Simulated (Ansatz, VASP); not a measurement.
This is a calculation of HfIn4SiO6 for Ansatz 0.2.0.

Contents of input.yaml:

```yaml
crystal:
  lattice:
    - [2.71585, -4.70357, 0.00833]
    - [2.71585, 4.70357, 0.00833]
    - [-1.87915, 0.0, 7.40127]
  atoms:
    - { symbol: Hf, position: [0.78835, 0.21165, 0.0] }
    - { symbol: In, position: [0.62175, 0.37825, 0.5] }
    - { symbol: In, position: [0.45502, 0.54498, 0.0] }
    - { symbol: In, position: [0.28407, 0.71593, 0.5] }
    - { symbol: In, position: [0.95814, 0.04186, 0.5] }
    - { symbol: Si, position: [0.12168, 0.87832, 0.0] }
    - { symbol: O, position: [0.06219, 0.11415, 0.86666] }
    - { symbol: O, position: [0.88585, 0.93781, 0.13334] }
    - { symbol: O, position: [0.7949, 0.53784, 0.86663] }
    - { symbol: O, position: [0.46216, 0.2051, 0.13337] }
    - { symbol: O, position: [0.15352, 0.62879, 0.13333] }
    - { symbol: O, position: [0.37121, 0.84648, 0.86667] }
kpoints:
  mp_grid: { grid: [3, 3, 2] }
scf:
  occupations: { method: fermi_dirac, width: 0.05 }
hamiltonian:
  xc: pbe
  pseudopotentials: { kind: all_electron, lapw: { basis_error: 0.005 } }
output:
  forces: true
  stress: true
  eigenvalues: true
```

Potentials or basis: all-electron LAPW, scalar-relativistic.

Launch:

```console
$ ansatz run input.yaml --threads 8 --pin off --max-ram 24576MiB --backend cpu --events-out ev --progress --plain --runs-dir out
```

Question: Translate it to VASP 6.6.1. Potentials there: VASP PAW PBE potentials, release 64 (Hf_pv, In_d, Si, O).

Answer: As run (the cutoff follows the program's own potentials):

INCAR

```
SYSTEM = HfIn4SiO6
PREC     = Accurate       ! precision mode
ENCUT    = 520            ! plane-wave cutoff, eV
EDIFF    = 1E-6           ! SCF threshold, eV
ISMEAR   = -1             ! smearing method
SIGMA    = 0.05           ! smearing width, eV
LREAL    = .FALSE.        ! projectors in reciprocal space
LASPH    = .TRUE.         ! aspherical terms in the spheres
NELM     = 60             ! most SCF steps
ALGO     = Normal         ! electronic algorithm
ISIF     = 2              ! what is computed and relaxed
LWAVE    = .FALSE.        ! write WAVECAR
LCHARG   = .TRUE.         ! write CHGCAR
GGA      = PE             ! functional
LELF     = .TRUE.         ! ELF
LVHAR    = .TRUE.       
NBANDS   = 63             ! bands
```

File KPOINTS:

```
Automatic mesh
0
G
  3 3 2
  0 0 0
```

Contents of POSCAR:

```
HfIn4SiO6
1.0
    2.7158500000     -4.7035700000      0.0083300000
    2.7158500000      4.7035700000      0.0083300000
   -1.8791500000      0.0000000000      7.4012700000
Hf In Si O
1 4 1 6
Direct
    0.7883500000      0.2116500000      0.0000000000
    0.6217500000      0.3782500000      0.5000000000
    0.4550200000      0.5449800000      0.0000000000
    0.2840700000      0.7159300000      0.5000000000
    0.9581400000      0.0418600000      0.5000000000
    0.1216800000      0.8783200000      0.0000000000
    0.0621900000      0.1141500000      0.8666600000
    0.8858500000      0.9378100000      0.1333400000
    0.7949000000      0.5378400000      0.8666300000
    0.4621600000      0.2051000000      0.1333700000
    0.1535200000      0.6287900000      0.1333300000
    0.3712100000      0.8464800000      0.8666700000
```

Potentials or basis: VASP PAW PBE potentials, release 64 (Hf_pv, In_d, Si, O).

Run with:

```bash
$ cat potpaw_PBE.64/Hf_pv/POTCAR potpaw_PBE.64/In_d/POTCAR potpaw_PBE.64/Si/POTCAR potpaw_PBE.64/O/POTCAR > POTCAR
$ mpirun -np 1 vasp_std > vasp.out
```

Both were run:

|  | VASP | Ansatz | Ansatz less VASP |
| --- | --- | --- | --- |
| gap on the k mesh at the Fermi level (eV) | none | none | - |
| pressure (GPa) | -0.3 | 0.1 | +0.44 |
| traceless stress, the component that is largest in VASP (GPa) | 0.47 | 0.38 | -0.092 |
| rms of the force components (eV/Å) | 0.086 | 0.065 | -0.0218 |

Atom by atom the forces differ by 0.055 eV/Å (rms over components). A gap of «none» marks a metal or a gap that the smearing closes. Ansatz ran all-electron here, and VASP with PAW potentials.

The k mesh is coarse, so the values compare programs but aren't converged. Neither program's run includes spin-orbit coupling. Noted on Ansatz's run: the k mesh is thin for a metal, which can move the energy by tens of meV per atom.
